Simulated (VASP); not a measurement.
# Si (P6_3/mmc) in VASP: vibrations by perturbation theory with PBE

Aim: the vibrations by perturbation theory of Si with PBE.

All numbers are computed with VASP 6.6.1; they aren't measurements. Logs are shortened: lines on timing, memory, paths and dates and some standing lists are left out, and cuts for length are marked.

## (1) The cell of the first run

Symmetry: P6_3/mmc, No. 194, hexagonal system. The conventional cell has a = 3.851 Å, b = 3.851 Å, c = 6.366 Å, α = 90.00°, β = 90.00°, γ = 120.00°. Si (site symmetry 3m) has 4 Si at 2.36 to 2.38 Å within 3.1 Å.

This isn't the form of Si at room conditions, which is diamond.

## (2) Vibrations by perturbation theory, PBE

INCAR

```
PREC = Accurate ; ENCUT = 520
EDIFF = 1E-8 ; ISMEAR = 0
SIGMA = 0.01 ; LREAL = False
LASPH = True ; NELM = 80
ALGO = Normal ; ISIF = 2
LWAVE = False ; LCHARG = False
GGA = PE ; NBANDS = 16
IBRION = 8 ; NSW = 1
LEPSILON = True
```

KPOINTS

```
Automatic mesh
0
Gamma
  16 16 8
```

POSCAR

```
Si
1.0
    3.8512434421      0.0000000000      0.0000000000
   -1.9256217211      3.3352746570      0.0000000000
    0.0000000000      0.0000000000      6.3658255858
Si
4
Direct
    0.3333333333      0.6666666667      0.0629474414
    0.6666666667      0.3333333333      0.5629474414
    0.3333333333      0.6666666667      0.4370525586
    0.6666666667      0.3333333333      0.9370525586
```

Potentials or basis: VASP PAW PBE potentials, release 64 (Si).

Run with:

```bash
$ cat potpaw_PBE.64/Si/POTCAR > POTCAR
$ mpirun -np 1 vasp_std > vasp.out
```

OUTCAR:

```text
PREC = Accurate
   ENCUT = 520
   EDIFF = 1E-8
   ISMEAR = 0
   LREAL = False
   LASPH = True
   NELM = 80
   ISIF = 2
   GGA = PE
   IBRION = 8
   NSW = 1
   LEPSILON = True

 ion  position               nearest neighbor table
   1  0.333  0.667  0.063-   4 2.36   4 2.36   4 2.36   3 2.38
   2  0.667  0.333  0.563-   3 2.36   3 2.36   3 2.36   4 2.38
   3  0.333  0.667  0.437-   2 2.36   2 2.36   2 2.36   1 2.38
   4  0.667  0.333  0.937-   1 2.36   1 2.36   1 2.36   2 2.38

  LATTYP: Found a hexagonal cell.
 ALAT       =     3.8512434421
 C/A-ratio  =     1.6529273419

  Lattice vectors:

 A1 = (   3.8512434421,   0.0000000000,   0.0000000000)
 A2 = (  -1.9256217211,   3.3352746570,   0.0000000000)
 A3 = (   0.0000000000,   0.0000000000,   6.3658255858)

Analysis of symmetry for initial positions (statically):
=====================================================================
 Subroutine PRICEL returns:
 Original cell was already a primitive cell.

 Routine SETGRP: Setting up the symmetry group for a
 hexagonal supercell.

 Subroutine GETGRP returns: Found 24 space group operations
 (whereof 12 operations were pure point group operations)
 out of a pool of 24 trial point group operations.

The static configuration has the point symmetry D_3d.
 The point group associated with its full space group is D_6h.

Analysis of symmetry for dynamics (positions and initial velocities):
=====================================================================
 Subroutine PRICEL returns:
 Original cell was already a primitive cell.

 Routine SETGRP: Setting up the symmetry group for a
 hexagonal supercell.

 Subroutine GETGRP returns: Found 24 space group operations
 (whereof 12 operations were pure point group operations)
 out of a pool of 24 trial point group operations.

The dynamic configuration has the point symmetry D_3d.
 The point group associated with its full space group is D_6h.

 Subroutine INISYM returns: Found 24 space group operations
 (whereof 12 operations are pure point group operations),
 and found     1 'primitive' translations

----------------------------------------------------------------------------------------

                                     Primitive cell

  volume of cell :      81.7687

  direct lattice vectors                    reciprocal lattice vectors
     3.851243442  0.000000000  0.000000000     0.259656398  0.149912691  0.000000000
    -1.925621721  3.335274657  0.000000000     0.000000000  0.299825383  0.000000000
     0.000000000  0.000000000  6.365825586     0.000000000  0.000000000  0.157088815

  length of vectors
     3.851243442  3.851243442  6.365825586     0.299825383  0.299825383  0.157088815

  position of ions in fractional coordinates (direct lattice)
     0.333333333  0.666666667  0.062947441
     0.666666667  0.333333333  0.562947441
     0.333333333  0.666666667  0.437052559
     0.666666667  0.333333333  0.937052559

  ion indices of the primitive-cell ions
   primitive index   ion index
                 1           1
                 2           2
                 3           3
                 4           4

----------------------------------------------------------------------------------------

 KPOINTS: Automatic mesh

Automatic generation of k-mesh.
 Grid dimensions read from file:
 generate k-points for:   16   16    8

 Generating k-lattice:

  Cartesian coordinates                     Fractional coordinates (reciprocal lattice)
     0.016228525  0.009369543  0.000000000     0.062500000  0.000000000  0.000000000
     0.000000000  0.018739086  0.000000000     0.000000000  0.062500000  0.000000000
     0.000000000  0.000000000  0.019636102     0.000000000  0.000000000  0.125000000

  Length of vectors
     0.018739086  0.018739086  0.019636102

[... 615 lines left out ...]
------------------------ aborting loop because EDIFF is reached ----------------------------------------

 PIEZOELECTRIC TENSOR FIELD DIRECTION 3  (e Angst)
 -----------------------------------------------------------------------------
    -0.01432  0.00000 -0.00000           ( -0.00000  0.00000 -0.00000)
     0.00000 -0.01432  0.00000           (  0.00000 -0.00000  0.00000)
     0.00000  0.00000  0.02864           ( -0.00000  0.00000  0.00001)

 PIEZOELECTRIC TENSOR FIELD DIRECTION 3  (C/m^2)
 -----------------------------------------------------------------------------
    -0.00281  0.00000 -0.00000
     0.00000 -0.00281  0.00000
     0.00000  0.00000  0.00561

--------------------------------------- Ionic step        4  -------------------------------------------

------------------------ aborting loop because EDIFF is reached ----------------------------------------

[... ionic steps 5 to 5 ...]

--------------------------------------- Ionic step        6  -------------------------------------------

 Free energy of the ion-electron system (eV)
  ---------------------------------------------------
  ---------------------------------------------------
  free energy    TOTEN  =        -0.02455206 eV

  energy without entropy =       -0.02455206

------------------------ aborting loop because EDIFF is reached ----------------------------------------

 INTERNAL STRAIN TENSOR  FOR ION    1  DIRECTION 3   (eV/Angst):
 -----------------------------------------------------------------------------
    -5.38175  0.00000  0.00000
     0.00000 -5.38175 -0.00000
    -0.00000  0.00000  9.54242

 MACROSCOPIC STATIC DIELECTRIC TENSOR (including local field effects in DFT)
 ------------------------------------------------------
          12.648652    -0.000000     0.000000
          -0.000000    12.648652     0.000000
           0.000000     0.000000    13.721218
 ------------------------------------------------------

 PIEZOELECTRIC TENSOR (including local field effects)  for field in x, y, z        (e  Angst)
          XX          YY          ZZ          XY          YZ          ZX
  --------------------------------------------------------------------------------
  x     0.00000     0.00000     0.00000     0.00000     0.00000     0.00000
  y     0.00000     0.00000     0.00000     0.00000     0.00000     0.00000
  z     0.00000     0.00000     0.00000     0.00000     0.00000     0.00000

 PIEZOELECTRIC TENSOR (including local field effects)  for field in x, y, z        (C/m^2)
          XX          YY          ZZ          XY          YZ          ZX
  --------------------------------------------------------------------------------
  x     0.00000     0.00000     0.00000     0.00000     0.00000     0.00000
  y     0.00000     0.00000     0.00000     0.00000     0.00000     0.00000
  z     0.00000     0.00000     0.00000     0.00000     0.00000     0.00000

 BORN EFFECTIVE CHARGES (including local field effects) (in |e|, cummulative output)
 ---------------------------------------------------------------------------------
 ion    1
    1    -0.00000    -0.00000    -0.00000
    2     0.00000    -0.00000    -0.00000
    3    -0.00000     0.00000     0.00000
 ion    2
    1    -0.00000     0.00000     0.00000
    2     0.00000    -0.00000     0.00000
    3    -0.00000    -0.00000     0.00000
 ion    3
    1    -0.00000     0.00000     0.00000
    2     0.00000    -0.00000     0.00000
    3    -0.00000    -0.00000     0.00000
 ion    4
    1    -0.00000    -0.00000    -0.00000
    2     0.00000    -0.00000    -0.00000
    3     0.00000     0.00000     0.00000

 INTERNAL STRAIN TENSOR FOR ION    4 for displacements in x,y,z  (eV/Angst):
          X           Y           Z          XY          YZ          ZX
  --------------------------------------------------------------------------------
  x    -0.00000     0.00000     0.00000     7.29392    -0.00000     6.19289
  y     7.29392    -7.29392     0.00000     0.00000     5.78457    -0.00000
  z     5.38175     5.38175    -9.54242    -0.00000    -0.00000    -0.00000

 SECOND DERIVATIVES (NOT SYMMETRIZED)
 ------------------------------------
               1X          1Y          1Z          2X          2Y          2Z          3X          3Y          3Z          4X          4Y          4Z
  1X   -12.582485    0.000000    0.000000   -0.199386    0.000000    0.000000    0.749641   -0.000000    0.000000   12.032230   -0.000000    0.000000
  1Y     0.000000  -12.582485   -0.000000    0.000000   -0.199386    0.000000   -0.000000    0.749641    0.000000   -0.000000   12.032230    0.000000
  1Z     0.000000    0.000000  -14.080467   -0.000000    0.000000    1.331019    0.000000   -0.000000    6.990932    0.000000    0.000000    5.758516
  2X    -0.199386    0.000000   -0.000000  -12.582485    0.000000   -0.000000   12.032230   -0.000000   -0.000000    0.749641   -0.000000    0.000000
  2Y     0.000000   -0.199386    0.000000    0.000000  -12.582485    0.000000   -0.000000   12.032230   -0.000000   -0.000000    0.749641   -0.000000
  2Z     0.000000   -0.000000    1.331019    0.000000    0.000000  -14.080467   -0.000000    0.000000    5.758516    0.000000    0.000000    6.990932
  3X     0.749641   -0.000000    0.000000   12.032230   -0.000000   -0.000000  -12.582485    0.000000   -0.000000   -0.199386    0.000000   -0.000000
  3Y    -0.000000    0.749641   -0.000000   -0.000000   12.032230   -0.000000    0.000000  -12.582485    0.000000    0.000000   -0.199386    0.000000
  3Z     0.000000    0.000000    6.990932   -0.000000    0.000000    5.758516    0.000000    0.000000  -14.080467    0.000000   -0.000000    1.331019
  4X    12.032230   -0.000000    0.000000    0.749641   -0.000000    0.000000   -0.199386    0.000000    0.000000  -12.582485    0.000000    0.000000
  4Y    -0.000000   12.032230    0.000000   -0.000000    0.749641    0.000000    0.000000   -0.199386    0.000000    0.000000  -12.582485   -0.000000
  4Z     0.000000    0.000000    5.758516    0.000000   -0.000000    6.990932   -0.000000    0.000000    1.331019    0.000000    0.000000  -14.080467

 Eigenvectors and eigenvalues of the dynamical matrix
 ----------------------------------------------------

   1 f  =   14.915085 THz    93.714242 2PiTHz  497.513676 cm-1    61.683807 meV
             X         Y         Z           dx          dy          dz
     -0.000000  2.223516  0.400712    -0.406035    0.291780    0.000000
      1.925622  1.111758  3.583625    -0.406035    0.291780    0.000000
     -0.000000  2.223516  2.782200     0.406035   -0.291780   -0.000000
      1.925622  1.111758  5.965113     0.406035   -0.291780   -0.000000
[... 57 lines left out ...]
  10 f  =    0.000000 THz     0.000000 2PiTHz    0.000001 cm-1     0.000000 meV
             X         Y         Z           dx          dy          dz
     -0.000000  2.223516  0.400712    -0.020507   -0.018816    0.499225
      1.925622  1.111758  3.583625    -0.020507   -0.018816    0.499225
     -0.000000  2.223516  2.782200    -0.020507   -0.018816    0.499225
      1.925622  1.111758  5.965113    -0.020507   -0.018816    0.499225

  11 f/i=    0.000000 THz     0.000002 2PiTHz    0.000009 cm-1     0.000001 meV
             X         Y         Z           dx          dy          dz
     -0.000000  2.223516  0.400712     0.451623   -0.214305    0.010474
      1.925622  1.111758  3.583625     0.451623   -0.214305    0.010474
     -0.000000  2.223516  2.782200     0.451623   -0.214305    0.010474
      1.925622  1.111758  5.965113     0.451623   -0.214305    0.010474

  12 f/i=    0.000000 THz     0.000002 2PiTHz    0.000013 cm-1     0.000002 meV
             X         Y         Z           dx          dy          dz
     -0.000000  2.223516  0.400712    -0.213578   -0.451353   -0.025785
      1.925622  1.111758  3.583625    -0.213578   -0.451353   -0.025785
     -0.000000  2.223516  2.782200    -0.213578   -0.451353   -0.025785
      1.925622  1.111758  5.965113    -0.213578   -0.451353   -0.025785

--------------------------------------------------------------------------------------------------------

 MACROSCOPIC STATIC DIELECTRIC TENSOR IONIC CONTRIBUTION
 ------------------------------------------------------
           0.000000     0.000000     0.000000
           0.000000     0.000000    -0.000000
           0.000000    -0.000000    -0.000000
 ------------------------------------------------------

 ELASTIC MODULI CONTR FROM IONIC RELAXATION (kBar)
 Direction    XX          YY          ZZ          XY          YZ          ZX
 --------------------------------------------------------------------------------
 XX        -265.2162     87.1673    157.8499      0.0000     -0.0000      0.0000
 YY          87.1673   -265.2162    157.8499      0.0000      0.0000     -0.0000
 ZZ         157.8499    157.8499   -279.8847     -0.0000      0.0000     -0.0000
 XY           0.0000      0.0000     -0.0000   -176.1918      0.0000      0.0000
 YZ           0.0000     -0.0000      0.0000      0.0000   -102.5891      0.0000
 ZX           0.0000     -0.0000     -0.0000      0.0000      0.0000   -117.5835
 --------------------------------------------------------------------------------

 PIEZOELECTRIC TENSOR IONIC CONTR  for field in x, y, z        (C/m^2)
          XX          YY          ZZ          XY          YZ          ZX
  --------------------------------------------------------------------------------
  x    -0.00000    -0.00000     0.00000     0.00000    -0.00000     0.00000
  y    -0.00000    -0.00000     0.00000     0.00000     0.00000     0.00000
  z    -0.00000     0.00000     0.00000     0.00000    -0.00000     0.00000
```

Run time: 85 min. Hardware: 1 thread of Oxide Virtual Turin-like, shared host; peak memory 2.2 GiB.

What came out:

```yaml
Electronic_dielectric_tensor_diagonal: 12.65, 12.65, 13.72
Born_charges_mean_of_the_diagonal: Si +0.00 e
Highest_phonon_frequency_at_Γ: 498 cm⁻¹
```

Phonon frequencies in cm⁻¹ (negative: imaginary):
| q point | frequencies |
| --- | --- |
| (0.000, 0.000, 0.000) | 0 0 0 103 103 371 401 479 479 497 498 498 |

Electronic dielectric tensor:
```
12.65  0.00  0.00
 0.00 12.65  0.00
 0.00  0.00 13.72
```

Born effective charge tensors (e):
atom 1, Si
```
0.00 0.00 0.00
0.00 0.00 0.00
0.00 0.00 0.00
```
atom 2, Si
```
0.00 0.00 0.00
0.00 0.00 0.00
0.00 0.00 0.00
```
atom 3, Si
```
0.00 0.00 0.00
0.00 0.00 0.00
0.00 0.00 0.00
```
atom 4, Si
```
0.00 0.00 0.00
0.00 0.00 0.00
0.00 0.00 0.00
```
